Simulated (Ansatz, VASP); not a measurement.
Two plane-wave programs on BaTiO3

The input INCAR:

```
  PREC = Accurate
  ENCUT = 520
  EDIFF = 1E-6
  ISMEAR = 0
  SIGMA = 0.1
  LREAL = False
  LASPH = True
  NELM = 150
  ALGO = Normal
  ISIF = 2
  LWAVE = False
  LCHARG = False
  ISPIN = 2
  MAGMOM = 0 1 0 0 0
  LORBIT = 11
  LMAXMIX = 4
  GGA = PE
  NBANDS = 32
```

KPOINTS

```
Automatic mesh
0
Gamma
  6 6 6
```

File POSCAR:

```
BaTiO3
1.0
    2.8276682000      1.6325550000      2.3177316200
   -2.8276682000      1.6325550000      2.3177316200
    0.0000000000     -3.2651099900      2.3177316200
Ba Ti O
1 1 3
Direct
    0.0000000000      0.0000000000      0.0000000000
    0.5140000000      0.5140000000      0.5140000000
    0.4916000100      0.4916000100      0.9815000300
    0.4916000100      0.9815000300      0.4916000100
    0.9815000300      0.4916000100      0.4916000100
```

Input for Ansatz:

```yaml
crystal:
  lattice:
    - [2.8276682, 1.632555, 2.31773162]
    - [-2.8276682, 1.632555, 2.31773162]
    - [0.0, -3.26510999, 2.31773162]
  atoms:
    - { symbol: Ba, position: [0.0, 0.0, 0.0] }
    - { symbol: Ti, position: [0.514, 0.514, 0.514], spin: 1.0 }
    - { symbol: O, position: [0.49160001, 0.49160001, 0.98150003] }
    - { symbol: O, position: [0.49160001, 0.98150003, 0.49160001] }
    - { symbol: O, position: [0.98150003, 0.49160001, 0.49160001] }
basis:
  ecutwfc: 420
kpoints:
  mp_grid: { grid: [6, 6, 6] }
hamiltonian:
  xc: pbe
scf:
  occupations: { method: gaussian, width: 0.1 }
  lower_state_search: "off"
output:
  forces: true
  stress: true
  eigenvalues: true
  populations: true
magnetization:
  spin_polarized: true
```

Alike in both runs: task single point; functional PBE; k mesh 6 × 6 × 6; occupations gaussian, width 0.1 eV; collinear spin.

```csv
,VASP,Ansatz
version,VASP 6.6.1,Ansatz 0.2.0
potentials or method,"VASP PAW PBE potentials, release 64 (Ba_sv, Ti_sv, O), cutoff 520 eV","scalar-relativistic, plane waves, PAW"
valence electrons in the cell,40,40
```

VASP gave:

| Item | Value |
| --- | --- |
| gap on the k mesh at the Fermi level (eV) | 2.35 |
| least direct gap on the mesh (eV) | 2.74 |
| pressure (GPa) | 6.8 |
| traceless stress, the component that is largest in VASP (GPa) | -0.22 |
| rms of the force components (eV/Å) | 0.103 |
| net moment per atom (μB) | 0.00 |

Question: Estimate Ansatz's values.

Answer: gap on the k mesh at the Fermi level (eV): 2.41; least direct gap on the mesh (eV): 2.75; pressure (GPa): 5.0; traceless stress, the component that is largest in VASP (GPa): -0.18; rms of the force components (eV/Å): 0.086; net moment per atom (μB): 0.00.

Atom by atom the forces differ by 0.028 eV/Å (rms over components). Ansatz's warnings: seeded moment not kept.

Spin-orbit coupling is off throughout.
